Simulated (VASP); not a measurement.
The system is Fe3Ge.

```xyz
4
Lattice="3.3981 0.0000 0.0000 0.0000 3.3981 0.0000 0.0000 0.0000 3.3981" Properties=species:S:1:pos:R:3 pbc="T T T"
Fe    0.0000    1.6991    1.6991
Fe    1.6991    1.6991    0.0000
Fe    1.6991    0.0000    1.6991
Ge    0.0000    0.0000    0.0000
```

This cell differs from its parent crystal: volume scaled by 0.8.

Base run:

| Property | Result |
| --- | --- |
| Program | VASP 6.6.1 |
| Functional | PBEsol |
| Potentials or basis | VASP PAW PBE potentials, release 64 (Fe, Ge_d) |
| Cutoff | 520 eV |
| k mesh | 9 × 9 × 9 |
| Occupations | fermi-dirac, width 0.03 eV |
| Spin | no spin polarisation |

Its results: pressure 31.6 GPa.

Problem. The run is repeated on the same cell with these changes: spin from no spin polarisation to collinear spin, ferromagnetic start; further incar settings from ALGO = Normal; EDIFF = 1e-07; NBANDS = 27 to ALGO = Normal; EDIFF = 1e-06; NBANDS = 31. What comes out?

Solution. Pressure 42.8 GPa; net moment 4.66 μB per cell; site moments Fe +1.54; Ge -0.05 μB.

Caveats: the PAW data sets were made with another functional, which shifts forces and pressure a little.
